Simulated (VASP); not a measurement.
Input of a VASP 6.6.1 run:

INCAR

```
  PREC = Accurate
  ENCUT = 600
  EDIFF = 1E-6
  ISMEAR = 0
  SIGMA = 0.011
  LREAL = False
  LASPH = True
  NELM = 120
  ALGO = Normal
  ISIF = 2
  LWAVE = False
  LCHARG = True
  GGA = PE
  LELF = True
  LVHAR = True
  NBANDS = 16
  GGA_COMPAT = False
```

File KPOINTS:

```
regular mesh
0
Gamma
  2 2 4
```

The input POSCAR:

```
Al2Cu
1.0
    4.1592037477      0.0000000000      0.0000000000
    0.0000000000      4.1592037477      0.0000000000
    0.0000000000      0.0000000000      2.9293609553
Al Cu
2 1
Direct
    0.5000000000      0.0000000000      0.5000000000
    0.0000000000      0.5000000000      0.5000000000
    0.0000000000      0.0000000000      0.0000000000
```

Potentials or basis: VASP PAW PBE potentials, release 64 (Al, Cu).

The run is started by

```console
$ cat potpaw_PBE.64/Al/POTCAR potpaw_PBE.64/Cu/POTCAR > POTCAR
$ mpirun -np 1 vasp_std > vasp.out
```

**Question.** Predict the pressure.

**Answer.** 1.6 GPa.

Stress tensor (GPa, compression positive):
```
-0.42  0.00  0.00
 0.00 -0.42  0.00
 0.00  0.00  5.67
```

Caveat: the k points lie up to 0.76 Å⁻¹ apart.
